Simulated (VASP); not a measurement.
Input of a VASP 6.6.1 run:

The input INCAR:

```
SYSTEM = LiF
  ALGO = Normal
  EDIFF = 1E-6
  ENCUT = 750
  GGA = PS
  GGA_COMPAT = .FALSE.
  ISIF = 2
  ISMEAR = 0
  LASPH = .TRUE.
  LCHARG = .FALSE.
  LREAL = .FALSE.
  LWAVE = .FALSE.
  NBANDS = 12
  NELM = 120
  PREC = Accurate
  SIGMA = 0.1
```

Contents of KPOINTS:

```
k-points
0
G
  8 8 8
  0 0 0
```

File POSCAR:

```
LiF
1.0
    0.0000000000      2.0140000000      2.0140000000
    2.0140000000      0.0000000000      2.0140000000
    2.0140000000      2.0140000000      0.0000000000
Li F
1 1
Direct
    0.0000000000      0.0000000000      0.0000000000
    0.5000000000      0.5000000000      0.5000000000
```

Potentials or basis: VASP PAW PBE potentials, release 64 (Li_sv, F).

The run is started by

```sh
$ cat potpaw_PBE.64/Li_sv/POTCAR potpaw_PBE.64/F/POTCAR > POTCAR
$ mpirun -np 1 vasp_std > vasp.out
```

What does it give for the band gap on the k mesh?

8.91 eV, direct.

Predict the pressure.

-1.5 GPa.

Caveat: the PAW data sets were made with another functional, which shifts forces and pressure a little. A k mesh can miss the band edges.
